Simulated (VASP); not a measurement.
# Hg (R-3m) in VASP: further runs

The runs below take Hg through single point, with LDA.

Everything below comes from runs of VASP 6.6.1. Logs are shortened: lines on timing, memory, paths and dates and some standing lists are left out, and cuts for length are marked.

## (1) The cell of the first run

Symmetry: R-3m, No. 166, trigonal system. Conventional cell: a = 3.493 Å, b = 3.493 Å, c = 6.444 Å, α = 90.00°, β = 90.00°, γ = 120.00°. Within 3.9 Å of Hg (site symmetry -3m) lie 12 Hg at 2.95 to 3.49 Å.

## (2) Single point, LDA

INCAR

```
PREC     = Accurate       # precision mode
ENCUT    = 520            # plane-wave cutoff, eV
EDIFF    = 1E-6           # SCF threshold, eV
ISMEAR   = 0              # smearing method
SIGMA    = 0.2            # smearing width, eV
LREAL    = F              # projectors in reciprocal space
LASPH    = T              # aspherical terms in the spheres
NELM     = 60             # most SCF steps
ALGO     = Normal         # electronic algorithm
ISIF     = 2              # what is computed and relaxed
LWAVE    = F              # write WAVECAR
LCHARG   = F              # write CHGCAR
GGA      = CA             # functional
NBANDS   = 12             # bands
```

KPOINTS

```
Automatic mesh
0
Gamma
  11 11 11
```

POSCAR

```
Hg
1.0
    1.7463233735      1.0082402698      2.1478810803
   -1.7463233735      1.0082402698      2.1478810803
    0.0000000000     -2.0164805396      2.1478810803
Hg
1
Direct
    0.0000000000      1.0000000000      0.0000000000
```

Potentials or basis: VASP PAW LDA potentials, release 64 (Hg).

On the command line:

```bash
cat potpaw_LDA.64/Hg/POTCAR > POTCAR
mpirun -np 1 vasp_std > vasp.out
```

OUTCAR:

```text
PREC = Accurate
   ENCUT = 520
   EDIFF = 1E-6
   ISMEAR = 0
   LREAL = F
   LASPH = T
   NELM = 60
   ISIF = 2
   GGA = CA

 ion  position               nearest neighbor table
   1  0.000  0.000  0.000-

  LATTYP: Found a trigonal (rhomboedric) cell.
 ALAT       =     2.9461138643
 COS(alpha) =     0.2972833017

  Lattice vectors:

 A1 = (   1.7463233735,   1.0082402698,   2.1478810803)
 A2 = (  -1.7463233735,   1.0082402698,   2.1478810803)
 A3 = (   0.0000000000,  -2.0164805396,   2.1478810803)

Analysis of symmetry for initial positions (statically):
=====================================================================
 Subroutine PRICEL returns:
 Original cell was already a primitive cell.

 Routine SETGRP: Setting up the symmetry group for a
 trigonal (rhombohedral) supercell.

 Subroutine GETGRP returns: Found 12 space group operations
 (whereof 12 operations were pure point group operations)
 out of a pool of 12 trial point group operations.

The static configuration has the point symmetry D_3d.

Analysis of symmetry for dynamics (positions and initial velocities):
=====================================================================
 Subroutine PRICEL returns:
 Original cell was already a primitive cell.

 Routine SETGRP: Setting up the symmetry group for a
 trigonal (rhombohedral) supercell.

 Subroutine GETGRP returns: Found 12 space group operations
 (whereof 12 operations were pure point group operations)
 out of a pool of 12 trial point group operations.

The dynamic configuration has the point symmetry D_3d.

 Subroutine INISYM returns: Found 12 space group operations
 (whereof 12 operations are pure point group operations),
 and found     1 'primitive' translations

----------------------------------------------------------------------------------------

                                     Primitive cell

  volume of cell :      22.6908

  direct lattice vectors                    reciprocal lattice vectors
     1.746323374  1.008240270  2.147881080     0.286315815  0.165304513  0.155191708
    -1.746323374  1.008240270  2.147881080    -0.286315815  0.165304513  0.155191708
     0.000000000 -2.016480540  2.147881080     0.000000000 -0.330609026  0.155191708

  length of vectors
     2.946113864  2.946113864  2.946113864     0.365221569  0.365221569  0.365221569

  position of ions in fractional coordinates (direct lattice)
     0.000000000  0.000000000  0.000000000

  ion indices of the primitive-cell ions
   primitive index   ion index
                 1           1

----------------------------------------------------------------------------------------

 KPOINTS: Automatic mesh

Automatic generation of k-mesh.
 Grid dimensions read from file:
 generate k-points for:   11   11   11

 Generating k-lattice:

  Cartesian coordinates                     Fractional coordinates (reciprocal lattice)
     0.026028710  0.015027683  0.014108337     0.090909091  0.000000000  0.000000000
    -0.026028710  0.015027683  0.014108337     0.000000000  0.090909091  0.000000000
     0.000000000 -0.030055366  0.014108337     0.000000000  0.000000000  0.090909091

  Length of vectors
     0.033201961  0.033201961  0.033201961

  Shift w.r.t. Gamma in fractional coordinates (k-lattice)
     0.000000000  0.000000000  0.000000000

 Subroutine IBZKPT returns following result:
 ===========================================

 Found    146 irreducible k-points:

 Following reciprocal coordinates:
            Coordinates               Weight
  0.000000  0.000000  0.000000      1.000000
  0.090909  0.000000 -0.000000      6.000000
  0.181818 -0.000000 -0.000000      6.000000
  0.272727  0.000000 -0.000000      6.000000
  0.363636 -0.000000 -0.000000      6.000000
  0.454545  0.000000 -0.000000      6.000000
[... 16 lines left out ...]
 -0.272727  0.181818  0.000000     12.000000
 -0.181818  0.181818  0.000000      6.000000
 [... further k-points ...]
   k-points           NKPTS =    146   k-points in BZ     NKDIM =    146   number of bands    NBANDS=     12
   number of dos      NEDOS =    301   number of ions     NIONS =      1
   total plane-waves  NPLWV =  13824
   dimension x,y,z NGX =    24 NGY =   24 NGZ =   24
   dimension x,y,z NGXF=    48 NGYF=   48 NGZF=   48
   ions per type =               1
   NGX,Y,Z   is equivalent  to a cutoff of  13.54, 13.54, 13.54 a.u.
   NGXF,Y,Z  is equivalent  to a cutoff of  27.09, 27.09, 27.09 a.u.
 SYSTEM =  unknown system
   PREC   = accura    normal or accurate (medium, high low for compatibility)
   ISTART =      0    job   : 0-new  1-cont  2-samecut
   ICHARG =      2    charge: 1-file 2-atom 10-const
   ISPIN  =      1    spin polarized calculation?
   LNONCOLLINEAR =      F non collinear calculations
   LSORBIT =      F    spin-orbit coupling
   LASPH  =      T    aspherical Exc in radial PAW
   ENCUT  =  520.0 eV  38.22 Ry    6.18 a.u.   5.48  5.48  5.48*2*pi/ulx,y,z
   NELM   =     60;   NELMIN=  2; NELMDL= -5     # of ELM steps
   EDIFF  = 0.1E-05   stopping-criterion for ELM
   LREAL  =      F    real-space projection
[... 7 lines left out ...]
   TEBEG  =    0.0;   TEEND  =   0.0 temperature during run
   PSTRESS=    0.0 pullay stress
   NELECT =      12.0000    total number of electrons
   NUPDOWN=      -1.0000    fix difference up-down
   EMIN   =  10.00;   EMAX   =-10.00  energy-range for DOS
   EFERMI =   0.00;   METHOD = LEGACY
   ISMEAR =     0;   SIGMA  =   0.20  broadening in eV -4-tet -1-fermi 0-gaus
   EFERMI_NEDOS =   21; number of points for ismear=-14 and -15
   IALGO  =     38    algorithm
   IMIX   =      4    mixing-type and parameters
     AMIX     =   0.40;   BMIX     =  1.00
     AMIX_MAG =   1.60;   BMIX_MAG =  1.00
  volume/ion in A,a.u.               =      22.69       153.13
  Fermi-wavevector in a.u.,A,eV,Ry     =   1.323890  2.501789 23.846718  1.752684
  Thomas-Fermi vector in A             =   2.453465
   LORBIT       =      0    0 simple, 1 ext, 2 COOP (PROOUT), +10 PAW based schemes
   GGA     = CA    functional components
   LHFCALC =     F    Hartree Fock is set to
   AEXX    =    0.0000 exact exchange contribution
   IVDW    =     0    specifies the selected vdW correction
   LEPSILON=     F    determine dielectric tensor
   LRPA    =     F    only Hartree local field effects (RPA)
 non-spin polarized calculation
 Gauss-broadening in eV      SIGMA  =   0.20
  energy-cutoff  :      520.00
  volume of cell :       22.69
 maximum number of plane-waves:       631
 NGX is ok and might be reduce to    24
   NGX = 11   NGY = 11   NGZ = 11

 number of electron      12.0000003 magnetization

 Free energy of the ion-electron system (eV)
  ---------------------------------------------------
  ext. energy  EPLUGINS =         0.00000000
  ---------------------------------------------------
  free energy    TOTEN  =        -0.96941631 eV

  energy without entropy =       -0.96382658  energy(sigma->0) =       -0.96662145

 E-fermi :   2.8494     XC(G=0): -11.3631

 val. band max:        2.7346254180   @ k =  -0.2727   0.4545   0.2727
 cond. band min:       2.9320375379   @ k =  -0.4545   0.2727   0.0000
 fundamental gap:      0.1974121199
 Fermi energy:         2.8494248827

 k-point     1 :       0.0000    0.0000    0.0000
  band No.  band energies     occupation
      1      -6.6755      2.00000
      2      -5.1381      2.00000
      3      -5.1381      2.00000
      4      -3.4560      2.00000
      5      -3.3427      2.00000
      6      -3.3427      2.00000
      7      14.9036      0.00000
      8      15.3184      0.00000
      9      15.3184      0.00000
     10      19.9560      0.00000
     11      21.2919      0.00000
     12      21.2919      0.00000

 k-point     2 :       0.0909    0.0000   -0.0000
  band No.  band energies     occupation
      1      -6.4897      2.00000
      2      -5.1251      2.00000
      3      -5.0644      2.00000
      4      -3.4610      2.00000
      5      -3.3769      2.00000
      6      -3.3525      2.00000
      7      13.4754      0.00000
      8      15.1252      0.00000
      9      15.4682      0.00000
     10      20.5317      0.00000
     11      21.1551      0.00000
     12      22.4273      0.00000

 k-point     3 :       0.1818   -0.0000   -0.0000
  band No.  band energies     occupation
      1      -6.0462      2.00000
      2      -5.0988      2.00000
      3      -4.7577      2.00000
      4      -3.4557      2.00000
      5      -3.4549      2.00000
      6      -3.3723      2.00000
      7      10.4816      0.00000
      8      15.4260      0.00000
      9      15.8029      0.00000
     10      20.8315      0.00000
     11      20.8774      0.00000
     12      23.0096      0.00000
[... 286 lines left out ...]
 k-point    23 :      -0.2727    0.1818    0.0000
  band No.  band energies     occupation
      1      -5.3008      2.00000
      2      -4.7845      2.00000
      3      -4.0972      2.00000
      4      -3.5249      2.00000
      5      -3.4685      2.00000
      6      -2.4108      2.00000
      7       6.8305      0.00000
      8      10.0801      0.00000
      9      17.5882      0.00000
     10      19.7350      0.00000
     11      20.2813      0.00000
     12      22.7849      0.00000

 k-point    24 :      -0.1818    0.1818    0.0000
  band No.  band energies     occupation
      1      -5.4041      2.00000
      2      -4.8261      2.00000
      3      -4.6248      2.00000
      4      -3.5054      2.00000
      5      -3.4974      2.00000
      6      -3.0158      2.00000
      7       9.2690      0.00000
      8      10.3990      0.00000
      9      17.4525      0.00000
     10      19.4758      0.00000
     11      21.2417      0.00000
     12      22.8169      0.00000

 [... further k-points ...]
[... 5 lines left out ...]
  --------------------------------------------------------------------------------------
  -------------------------------------------------------------------------------------
  Total        0.0837442      0.0837442      0.1551526      0.0000000      0.0000000      0.0000000
  in kB        5.9131001      5.9131001     10.9551784      0.0000000      0.0000000      0.0000000
  external PRESSURE =       7.5937928 kB  Pullay stress =       0.0000000 kB

 VOLUME and BASIS-vectors are now :
 -----------------------------------------------------------------------------
  energy-cutoff  :      520.00
  volume of cell :       22.69
      direct lattice vectors                 reciprocal lattice vectors
     1.746323374  1.008240270  2.147881080     0.286315815  0.165304513  0.155191708
    -1.746323374  1.008240270  2.147881080    -0.286315815  0.165304513  0.155191708
     0.000000000 -2.016480540  2.147881080     0.000000000 -0.330609026  0.155191708

 POSITION                                       TOTAL-FORCE (eV/Angst)
 -----------------------------------------------------------------------------------
      0.00000      0.00000      0.00000         0.000000     -0.000000      0.000000
 -----------------------------------------------------------------------------------
    total drift:                                0.000000     -0.000000      0.000000

  FREE ENERGIE OF THE ION-ELECTRON SYSTEM (eV)
  ---------------------------------------------------
  free  energy   TOTEN  =        -0.9694163132 eV

  energy  without entropy=       -0.9638265833  energy(sigma->0) =       -0.96662145
```

Wall time 41 s (1 thread of Intel Xeon 8259CL, shared host); peak memory 0.16 GiB.

What came out:

```
Free energy            : -0.9694 eV
Pressure               : 0.8 GPa
Band gap on the k mesh : zero (bands 6 and 7 overlap by 2.76 eV)
```

Stress tensor (GPa, compression positive):
```
0.59 0.00 0.00
0.00 0.59 0.00
0.00 0.00 1.10
```

Levels at points of the mesh, in eV from the Fermi level:
```csv
k point,band 3,band 4,band 5,band 6,band 7,band 8,band 9,band 10
"(0.00, 0.00, 0.00)",-7.99,-6.31,-6.19,-6.19,12.05,12.47,12.47,17.11
```

Caveat: spin-orbit coupling is left out, which moves the levels of the heavy elements.

## (3) Single point, LDA

INCAR

```
  PREC = Accurate
  ENCUT = 520
  EDIFF = 1E-6
  ISMEAR = 0
  SIGMA = 0.3
  LREAL = False
  LASPH = True
  NELM = 80
  ALGO = Normal
  ISIF = 2
  LWAVE = False
  LCHARG = True
  LELF = True
  LVHAR = True
  NBANDS = 12
```

KPOINTS

```
regular mesh
0
Gamma
  11 11 11
```

POSCAR is that of step 2.

Potentials or basis: VASP PAW LDA potentials, release 64 (Hg).

On the command line:

```bash
cat potpaw_LDA.64/Hg/POTCAR > POTCAR
mpirun -np 1 vasp_std > vasp.out
```

Run time: 37 s. Hardware: 1 thread of Intel Xeon 8259CL, shared host; peak memory 0.16 GiB.

The run converged. Its results:

```
Free energy            : -0.9730 eV
Pressure               : 0.7 GPa
Band gap on the k mesh : zero (bands 6 and 7 overlap by 2.76 eV)
```

Stress tensor (GPa, compression positive):
```
0.57 0.00 0.00
0.00 0.57 0.00
0.00 0.00 0.98
```

Levels at points of the mesh, in eV from the Fermi level:
```csv
k point,band 2,band 3,band 4,band 5,band 6,band 7,band 8,band 9,band 10,band 11
"(0.00, 0.00, 0.00)",-8.01,-8.01,-6.33,-6.22,-6.22,12.03,12.44,12.44,17.08,18.42
```

Caveat: so wide a smearing shifts energies and pressures; spin-orbit coupling is left out, which moves the levels of the heavy elements.
